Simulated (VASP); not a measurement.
**SnSe2: single point with PBE+D3(BJ)**

SnSe2, a slab with vacuum:

```
CELL_PARAMETERS angstrom
3.83666 0.00000 0.00000
-1.91833 3.32265 0.00000
0.00000 0.00000 68.46583
ATOMIC_POSITIONS crystal
Se 0.66667 0.33333 0.34505
Se 0.33333 0.66667 0.39168
Se 0.66667 0.33333 0.43275
Se 0.33333 0.66667 0.47934
Se 0.66667 0.33333 0.52066
Se 0.33333 0.66667 0.56725
Se 0.66667 0.33333 0.60832
Se 0.33333 0.66667 0.65495
Sn 0.00000 0.00000 0.36836
Sn 0.00000 0.00000 0.45604
Sn 0.00000 0.00000 0.54396
Sn 0.00000 0.00000 0.63164
```

This cell differs from its parent crystal: a layer taken out of the bulk.

```
Program             : VASP 6.6.1
Task                : single point
Functional          : PBE
Dispersion          : D3(BJ)
Potentials or basis : VASP PAW PBE potentials, release 64 (Se, Sn_d)
Cutoff              : 520 eV
k mesh              : 12 × 12 × 1
Occupations         : gaussian, width 0.02 eV
Spin                : no spin polarisation
```

- Largest force: 0.015 eV/Å
- Band gap on the k mesh: 0.57 eV (least direct gap 0.87 eV)
- Dispersion energy per atom: -0.335 eV

Forces in eV/Å, atoms in the order of the input:
```
Se   0.000  0.000 -0.012
Se   0.000  0.000  0.015
Se   0.000  0.000 -0.014
Se   0.000  0.000  0.014
Se   0.000  0.000 -0.014
Se   0.000  0.000  0.014
Se   0.000  0.000 -0.015
Se   0.000  0.000  0.012
Sn   0.000  0.000 -0.002
Sn   0.000  0.000  0.000
Sn   0.000  0.000  0.000
Sn   0.000  0.000  0.002
```

Levels at points of the mesh, in eV from the valence-band top:
```
           k point  band 48  band 49  band 50  band 51  band 52  band 53  band 54  band 55  band 56  band 57
(0.00, 0.00, 0.00)    -0.30    -0.22    -0.22    -0.19    -0.19     0.99     1.46     1.96     2.34     2.91
(0.50, 0.00, 0.00)    -0.81    -0.81    -0.63    -0.44    -0.31     0.57     0.62     0.80     1.09     3.67
```

It took 17 min on 4 MPI ranks on Oxide Virtual Turin-like Processor, on a shared host, peak memory 1.4 GiB a rank.

Caveat: the cell differs from its parent crystal (a layer taken out of the bulk); semilocal functionals underestimate gaps, and a narrow one can read as zero; spin-orbit coupling is left out, which moves the levels of the heavy elements.
